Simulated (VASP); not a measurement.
# CdSe (zincblende type) in VASP: notebook, part 3 of 3

VASP 6.6.1. Earlier steps stand in the parts before.

**6. Electric field gradients, PBE (atom 2 (Se) moved by [0.08, 0.0, 0.0] A)**

The input, INCAR:

```
SYSTEM = CdSe
PREC = Accurate ; ENCUT = 520
EDIFF = 1E-8 ; ISMEAR = -1
SIGMA = 0.08 ; LREAL = .False.
LASPH = .True. ; NELM = 80
ALGO = Normal ; ISIF = 2
LWAVE = .False. ; LCHARG = .False.
GGA = PE ; LEFG = .True.
NBANDS = 16
```

The input, KPOINTS:

```
regular mesh
0
Gamma
  10 10 10
  0 0 0
```

The input, POSCAR:

```
CdSe
1.0
    0.0000000000      3.0980507512      3.0980507512
    3.0980507512      0.0000000000      3.0980507512
    3.0980507512      3.0980507512      0.0000000000
Cd Se
1 1
Direct
    0.0000000000      0.0000000000      0.0000000000
    0.2370886557      0.2629113443      0.2629113443
```

Potentials or basis: VASP PAW PBE potentials, release 64 (Cd, Se).

On the command line:

```console
$ cat potpaw_PBE.64/Cd/POTCAR potpaw_PBE.64/Se/POTCAR > POTCAR
$ mpirun -np 1 vasp_std > vasp.out
```

OUTCAR:

```text
SYSTEM = CdSe
   PREC = Accurate
   ENCUT = 520
   EDIFF = 1E-8
   ISMEAR = -1
   LREAL = .False.
   LASPH = .True.
   NELM = 80
   ISIF = 2
   GGA = PE

 ion  position               nearest neighbor table
   1  0.000  0.000  0.000-   2 2.64   2 2.64   2 2.73   2 2.73
   2  0.237  0.263  0.263-   1 2.64   1 2.64   1 2.73   1 2.73

  LATTYP: Found a face centered cubic cell.
 ALAT       =     6.1961015024

  Lattice vectors:

 A1 = (   0.0000000000,   3.0980507512,   3.0980507512)
 A2 = (   3.0980507512,   0.0000000000,   3.0980507512)
 A3 = (   3.0980507512,   3.0980507512,   0.0000000000)

Analysis of symmetry for initial positions (statically):
=====================================================================
 Subroutine PRICEL returns:
 Original cell was already a primitive cell.

 Routine SETGRP: Setting up the symmetry group for a
 face centered cubic supercell.

 Subroutine GETGRP returns: Found  4 space group operations
 (whereof  4 operations were pure point group operations)
 out of a pool of 48 trial point group operations.

The static configuration has the point symmetry C_2v.

Analysis of symmetry for dynamics (positions and initial velocities):
=====================================================================
 Subroutine PRICEL returns:
 Original cell was already a primitive cell.

 Routine SETGRP: Setting up the symmetry group for a
 face centered cubic supercell.

 Subroutine GETGRP returns: Found  4 space group operations
 (whereof  4 operations were pure point group operations)
 out of a pool of 48 trial point group operations.

The dynamic configuration has the point symmetry C_2v.

 Subroutine INISYM returns: Found  4 space group operations
 (whereof  4 operations are pure point group operations),
 and found     1 'primitive' translations

----------------------------------------------------------------------------------------

                                     Primitive cell

  volume of cell :      59.4697

  direct lattice vectors                    reciprocal lattice vectors
     0.000000000  3.098050751  3.098050751    -0.161391804  0.161391804  0.161391804
     3.098050751  0.000000000  3.098050751     0.161391804 -0.161391804  0.161391804
     3.098050751  3.098050751  0.000000000     0.161391804  0.161391804 -0.161391804

  length of vectors
     4.381305389  4.381305389  4.381305389     0.279538805  0.279538805  0.279538805

  position of ions in fractional coordinates (direct lattice)
     0.000000000  0.000000000  0.000000000
     0.237088656  0.262911344  0.262911344

  ion indices of the primitive-cell ions
   primitive index   ion index
                 1           1
                 2           2

----------------------------------------------------------------------------------------

 KPOINTS: regular mesh

Automatic generation of k-mesh.
 Grid dimensions read from file:
 generate k-points for:   10   10   10

 Generating k-lattice:

[... 68 lines left out ...]
   ISYM   =      2    0-nonsym 1-usesym 2-fastsym
   POTIM  = 0.5000    time-step for ionic-motion
   TEBEG  =    0.0;   TEEND  =   0.0 temperature during run
   PSTRESS=    0.0 pullay stress
   NELECT =      18.0000    total number of electrons
   NUPDOWN=      -1.0000    fix difference up-down
   EMIN   =  10.00;   EMAX   =-10.00  energy-range for DOS
   EFERMI =   0.00;   METHOD = LEGACY
   ISMEAR =    -1;   SIGMA  =   0.08  broadening in eV -4-tet -1-fermi 0-gaus
   EFERMI_NEDOS =   21; number of points for ismear=-14 and -15
   IALGO  =     38    algorithm
   IMIX   =      4    mixing-type and parameters
     AMIX     =   0.40;   BMIX     =  1.00
     AMIX_MAG =   1.60;   BMIX_MAG =  1.00
  volume/ion in A,a.u.               =      29.73       200.66
  Fermi-wavevector in a.u.,A,eV,Ry     =   1.099176  2.077141 16.438387  1.208187
  Thomas-Fermi vector in A             =   2.235566
   LORBIT       =      0    0 simple, 1 ext, 2 COOP (PROOUT), +10 PAW based schemes
   GGA     = PE    functional components
   LHFCALC =     F    Hartree Fock is set to
   AEXX    =    0.0000 exact exchange contribution
   IVDW    =     0    specifies the selected vdW correction
   LEPSILON=     F    determine dielectric tensor
   LRPA    =     F    only Hartree local field effects (RPA)
 non-spin polarized calculation
  energy-cutoff  :      520.00
  volume of cell :       59.47
 maximum number of plane-waves:      1639
 NGX is ok and might be reduce to    36
   NGX = 17   NGY = 17   NGZ = 17

 number of electron      18.0000000 magnetization

 Free energy of the ion-electron system (eV)
  ---------------------------------------------------
  ext. energy  EPLUGINS =         0.00000000
  ---------------------------------------------------
  free energy    TOTEN  =        -5.48656524 eV

  energy without entropy =       -5.48631064  energy(sigma->0) =       -5.48643794

 E-fermi :   0.8875     XC(G=0):  -8.6351

 val. band max:        0.5564831675   @ k =   0.0000   0.0000   0.0000
 cond. band min:       1.0163456142   @ k =   0.0000   0.0000   0.0000
 fundamental gap:      0.4598624467
 Fermi energy:         0.8874603087

 k-point     1 :       0.0000    0.0000    0.0000
  band No.  band energies     occupation
      1     -11.7889      2.00000
      2      -7.2930      2.00000
      3      -7.2519      2.00000
      4      -7.2157      2.00000
      5      -6.9366      2.00000
      6      -6.9350      2.00000
[... 433 lines left out ...]
      3      -7.1435      2.00000
      4      -6.9499      2.00000
      5      -6.9193      2.00000
      6      -6.8261      2.00000
[... 8 lines left out ...]
     15      11.2597      0.00000
     16      11.9597      0.00000

 [... further k-points ...]

------------------------ aborting loop because EDIFF is reached ----------------------------------------

  FORCE on cell =-STRESS in cart. coord.  units (eV):
  Direction    XX          YY          ZZ          XY          YZ          ZX
  --------------------------------------------------------------------------------------
  -------------------------------------------------------------------------------------
  Total        0.1044087      0.1486687      0.1486687      0.0000000     -0.4146373      0.0000000
  in kB        2.8128841      4.0052966      4.0052966      0.0000000    -11.1707758      0.0000000
  external PRESSURE =       3.6078258 kB  Pullay stress =       0.0000000 kB

 VOLUME and BASIS-vectors are now :
 -----------------------------------------------------------------------------
  energy-cutoff  :      520.00
  volume of cell :       59.47
      direct lattice vectors                 reciprocal lattice vectors
     0.000000000  3.098050751  3.098050751    -0.161391804  0.161391804  0.161391804
     3.098050751  0.000000000  3.098050751     0.161391804 -0.161391804  0.161391804
     3.098050751  3.098050751  0.000000000     0.161391804  0.161391804 -0.161391804

 POSITION                                       TOTAL-FORCE (eV/Angst)
 -----------------------------------------------------------------------------------
      0.00000      0.00000      0.00000         0.334046     -0.000000     -0.000000
      1.62903      1.54903      1.54903        -0.334046      0.000000      0.000000
 -----------------------------------------------------------------------------------
    total drift:                                0.000004     -0.000000     -0.000000

  FREE ENERGIE OF THE ION-ELECTRON SYSTEM (eV)
  ---------------------------------------------------
  free  energy   TOTEN  =        -5.4865652361 eV

  energy  without entropy=       -5.4863106383  energy(sigma->0) =       -5.48643794

 Electric field gradients (V/A^2)
---------------------------------------------------------------------
 ion       V_xx      V_yy      V_zz      V_xy      V_xz      V_yz
---------------------------------------------------------------------
   1       1.971    -0.985    -0.985    -0.002    -0.002    30.361
   2      -0.051     0.026     0.026     0.000     0.000   -19.153
---------------------------------------------------------------------

 Electric field gradients after diagonalization (V/A^2)
 (convention: |V_zz| > |V_xx| > |V_yy|)
----------------------------------------------------------------------
 ion       V_xx      V_yy      V_zz     asymmetry (V_yy - V_xx)/ V_zz
----------------------------------------------------------------------
   1      29.375     1.971   -31.346       0.874
   2     -19.128    -0.051    19.179       0.995
----------------------------------------------------------------------

           NMR quadrupolar parameters

 Cq : quadrupolar parameter    Cq=e*Q*V_zz/h
 eta: asymmetry parameters     (V_yy - V_xx)/ V_zz
 Q  : nuclear electric quadrupole moment in mb (millibarn)
----------------------------------------------------------------------
 ion       Cq(MHz)       eta       Q (mb)
----------------------------------------------------------------------
   1      -0.076       0.874       1.000
   2       0.046       0.995       1.000
----------------------------------------------------------------------
```

OSZICAR:

```text
N       E                     dE             d eps       ncg     rms          rms(c)
DAV:   1     0.107383889600E+03    0.10738E+03   -0.87310E+03  5528   0.100E+03
DAV:   2    -0.168991333965E+01   -0.10907E+03   -0.10304E+03  6672   0.247E+02
DAV:   3    -0.585468406303E+01   -0.41648E+01   -0.41574E+01  6400   0.501E+01
DAV:   4    -0.587298585149E+01   -0.18302E-01   -0.18301E-01  7168   0.334E+00
DAV:   5    -0.587310395710E+01   -0.11811E-03   -0.11811E-03  6592   0.232E-01    0.557E+00
DAV:   6    -0.550614256640E+01    0.36696E+00   -0.56201E-01  8232   0.857E+00    0.449E+00
DAV:   7    -0.548535556496E+01    0.20787E-01   -0.13732E-01  6448   0.245E+00    0.198E+00
DAV:   8    -0.548622730053E+01   -0.87174E-03   -0.12364E-02  6408   0.132E+00    0.242E-01
DAV:   9    -0.548644313943E+01   -0.21584E-03   -0.13662E-03  6776   0.454E-01    0.490E-02
DAV:  10    -0.548651281088E+01   -0.69671E-04   -0.15203E-04  6968   0.149E-01    0.446E-02
DAV:  11    -0.548656476539E+01   -0.51955E-04   -0.85508E-05  6656   0.577E-02    0.177E-02
DAV:  12    -0.548656450137E+01    0.26403E-06   -0.15444E-06  6608   0.133E-02    0.820E-03
DAV:  13    -0.548656514628E+01   -0.64491E-06   -0.19563E-06  6880   0.745E-03    0.316E-03
DAV:  14    -0.548656513463E+01    0.11645E-07   -0.78239E-08  6968   0.178E-03    0.185E-03
DAV:  15    -0.548656521701E+01   -0.82382E-07   -0.18255E-08  6920   0.977E-04    0.284E-04
DAV:  16    -0.548656522771E+01   -0.10696E-07   -0.99559E-10  4312   0.193E-04    0.827E-05
DAV:  17    -0.548656523606E+01   -0.83496E-08   -0.33220E-10  3352   0.120E-04
   1 F= -.54865652E+01 E0= -.54864379E+01  d E =-.254598E-03
```

Run time: 3.8 min. Hardware: 1 thread of Intel Xeon 8259CL, shared host; peak memory 0.33 GiB.

Results:

| Property | Result |
| --- | --- |
| Free energy | -5.4866 eV |
| Pressure | 0.4 GPa |
| Largest force | 0.334 eV/Å |
| Band gap on the k mesh | 0.46 eV |
| Largest electric field gradient by atom | Cd -31.3; Se +19.2 V/Å² |

Forces on the atoms (eV/Å):
```
Cd   0.334  0.000  0.000
Se  -0.334  0.000  0.000
```

Stress tensor (GPa, compression positive):
```
 0.28  0.00  0.00
 0.00  0.40 -1.12
 0.00 -1.12  0.40
```

Levels at points of the mesh, in eV from the valence-band top:
```tsv
k point	band 7	band 8	band 9	band 10	band 11	band 12
(0.00, 0.00, 0.00)	-0.10	-0.04	0.00	0.46	5.86	5.89
(0.50, 0.00, 0.00)	-4.02	-0.78	-0.62	2.21	6.19	6.51
(0.00, 0.50, 0.00)	-4.21	-0.81	-0.65	2.35	6.27	6.58
(0.50, 0.50, 0.00)	-3.88	-1.71	-1.70	3.19	3.65	8.82
(0.00, 0.50, 0.50)	-3.87	-1.74	-1.68	3.15	3.69	8.81
```

Electric field gradients, principal values (V/Å²):
```csv
atom,least,middle,greatest (by size)
1 Cd,1.971,29.375,-31.346
2 Se,-0.051,-19.128,19.179
```

Caveat: the cell differs from its parent crystal (atom 2 (Se) moved by [0.08, 0.0, 0.0] A); without QUAD_EFG the Cq values of the log hold for a quadrupole moment of 1 mb, not for the nuclei.

**7. Overview**

| cell | k mesh | gap on the mesh (eV) | pressure (GPa) |
| --- | --- | --- | --- |
| a = 4.381 Å, angles 60.0°, 2 atoms, atomic positions A | 3 × 3 × 3 | 0.45 | 1.0 |
| a = 4.381 Å, angles 60.0°, 2 atoms, atomic positions A | 5 × 5 × 5 | 0.49 | 0.3 |
| a = 4.316, b = 4.316, c = 4.250 Å, angles 60.5, 60.5, 59.0°, 2 atoms, atomic positions A | 10 × 10 × 10 | 0.59 | 3.4 |
| a = 4.381 Å, angles 60.0°, 2 atoms, atomic positions A | 14 × 14 × 14 | 0.49 | 0.2 |
| a = 4.381 Å, angles 60.0°, 2 atoms, atomic positions B | 10 × 10 × 10 | 0.46 | 0.4 |

Alike in all rows: task electric field gradients; level PBE; potentials or basis VASP PAW PBE potentials, release 64 (Cd, Se); no spin polarisation; cutoff (eV) 520; smearing fermi-dirac 0.08 eV.

Caveats: some runs use coarse meshes; the cell stands under pressure (at least some runs).

Total energies depend on the potentials used, so only differences within one code and one set of settings carry meaning.
